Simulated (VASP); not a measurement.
Here is a VASP 6.6.1 calculation.

The input INCAR:

```
SYSTEM = ZnSb2Te4
PREC = Accurate ; ENCUT = 520
EDIFF = 1E-6 ; ISMEAR = 1
SIGMA = 0.0665 ; LREAL = .False.
LASPH = .True. ; NELM = 60
ALGO = Normal ; ISIF = 2
LWAVE = .False. ; LCHARG = .False.
GGA = PE ; IVDW = 13
NBANDS = 32
```

The input KPOINTS:

```
regular mesh
0
Gamma
  3 3 3
  0 0 0
```

POSCAR

```
ZnSb2Te4
1.0
    0.0000000000      6.2524540000      0.0000000000
    6.2524540000      0.0000000000      0.0000000000
    3.1262270000      3.1262270000     -6.2504110000
Sb Zn Te
2 1 4
Direct
    0.5000000000      0.5000000000      0.0000000000
    0.7500000000      0.2500000000      0.5000000000
    0.0000000000      0.0000000000      0.0000000000
    0.3750000000      0.3750000000      0.7500000000
    0.6250000000      0.1250000000      0.2500000000
    0.8750000000      0.8750000000      0.7500000000
    0.1250000000      0.6250000000      0.2500000000
```

Potentials or basis: VASP PAW PBE potentials, release 64 (Sb, Zn, Te).

Run with:

```sh
$ cat potpaw_PBE.64/Sb/POTCAR potpaw_PBE.64/Zn/POTCAR potpaw_PBE.64/Te/POTCAR > POTCAR
$ mpirun -np 1 vasp_std > vasp.out
```

Question: What does it give for the pressure?

Answer: 8.6 GPa.

Question: Predict the dispersion energy per atom.

Answer: -0.394 eV.

Question: What does it give for the band gap on the k mesh?

Answer: 0.08 eV.

Forces on the atoms (eV/Å):
```
Sb   0.000  0.000  0.000
Sb   0.000  0.000  0.000
Zn   0.000  0.000  0.000
Te   0.092 -2.493  0.114
Te  -2.493 -0.092 -0.114
Te  -0.092  2.493  0.114
Te   2.493  0.092 -0.114
```

Caveat: the cell stands under pressure; spin-orbit coupling is left out, which moves the levels of the heavy elements; an odd mesh through Γ misses points on the zone boundary, where band edges can lie; forces of over 1 eV/Å act on the atoms, so gaps and moduli don't describe the material at rest.
